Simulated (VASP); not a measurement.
## Mo: single point with LDA

Mo:

```
Mo
1.0
     0.00000    2.70414    2.70414
     2.70414    0.00000    2.70414
     2.70414    2.70414    0.00000
Mo
2
Cartesian
  -0.5543 -0.7977 -0.7977
  0.5543 0.7977 0.7977
```

This cell differs from its parent crystal: shortest bond scaled by 0.82.

| Item | Value |
| --- | --- |
| Program | VASP 6.6.1 |
| Task | single point |
| Functional | LDA |
| Potentials or basis | VASP PAW LDA potentials, release 64 (Mo_sv) |
| Cutoff | 520 eV |
| k mesh | 10 × 10 × 10 |
| Occupations | fermi-dirac, width 0.05 eV |
| Spin | no spin polarisation |

| Quantity | Value |
| --- | --- |
| Pressure | 29.7 GPa |
| Largest force | 7.884 eV/Å |
| Band gap on the k mesh | zero (band 14 reaches 8.79 eV, above the bottom of band 15 at 7.88 eV) |

Forces in eV/Å, atoms in the order of the input:
```
Mo  -4.552  4.552  4.552
Mo   4.552 -4.552 -4.552
```

Stress tensor (GPa, compression positive):
```
 29.74 -25.32 -25.32
-25.32  29.74  25.32
-25.32  25.32  29.74
```

Levels at points of the mesh, in eV from the Fermi level:
```csv
k point,band 11,band 12,band 13,band 14,band 15,band 16,band 17,band 18
"(0.00, 0.00, 0.00)",-3.13,-1.97,-1.97,-0.49,1.31,1.50,1.50,4.64
"(0.50, 0.00, 0.00)",-3.94,-2.49,-2.49,-1.68,2.30,2.30,2.30,6.46
"(0.00, 0.50, 0.00)",-2.66,-1.78,-1.54,-1.51,0.16,2.18,2.93,3.66
"(0.50, 0.50, 0.00)",-3.77,-1.65,0.17,0.21,0.62,0.73,4.40,4.94
```

Wall time 95 s on 1 thread of Intel Xeon 8259CL, with other jobs on the host, peak memory 0.19 GiB.

Caveat: the cell differs from its parent crystal (shortest bond scaled by 0.82); forces of over 1 eV/Å act on the atoms, so gaps and moduli don't describe the material at rest.
